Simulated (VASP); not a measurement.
Wanted: the native input for a VASP 6.6.1 run.

```yaml
Task: single point
Functional: PBE
Potentials_or_basis: VASP PAW PBE potentials, release 64 (Ga_d, N)
Cutoff: 520 eV
k_mesh: 6 × 6 × 6
Occupations: gaussian, width 0.01 eV
Spin: no spin polarisation
Dipole_correction: no
Further_INCAR_settings: ALGO = Normal; EDIFF = 1e-07; NBANDS = 16
```

The structure of GaN lies in POSCAR:

```
GaN
1.0
   -0.0841429794      2.2547676633      2.2547676633
    2.2547676633     -0.0841429794      2.2547676633
    2.2547676633      2.2547676633     -0.0841429794
Ga N
1 1
Direct
   -0.0022964890     -0.0022964890     -0.0022964890
    0.2522964890      0.2522964890      0.2522964890
```

This cell differs from its parent crystal: epitaxial 111 strain +4.0%.

These files were run (other wordings do the same):

INCAR

```
SYSTEM = GaN
PREC = Accurate
ENCUT = 520
EDIFF = 1E-7
ISMEAR = 0
SIGMA = 0.01
LREAL = .FALSE.
LASPH = .TRUE.
NELM = 60
ALGO = Normal
ISIF = 2
LWAVE = .FALSE.
LCHARG = .FALSE.
GGA = PE
NBANDS = 16
```

KPOINTS

```
regular mesh
0
G
  6 6 6
  0 0 0
```

Potentials or basis: VASP PAW PBE potentials, release 64 (Ga_d, N).

Command:

```sh
$ cat potpaw_PBE.64/Ga_d/POTCAR potpaw_PBE.64/N/POTCAR > POTCAR
$ mpirun -np 1 vasp_std > vasp.out
```

It gave:

- Pressure: -4.4 GPa
- Largest force: 0.037 eV/Å
- Band gap on the k mesh: 1.11 eV, direct

Caveat: the cell differs from its parent crystal (epitaxial 111 strain +4.0%).

Wall time 27 s on 1 thread of AMD EPYC 7R13, on a shared host, peak memory 0.11 GiB.
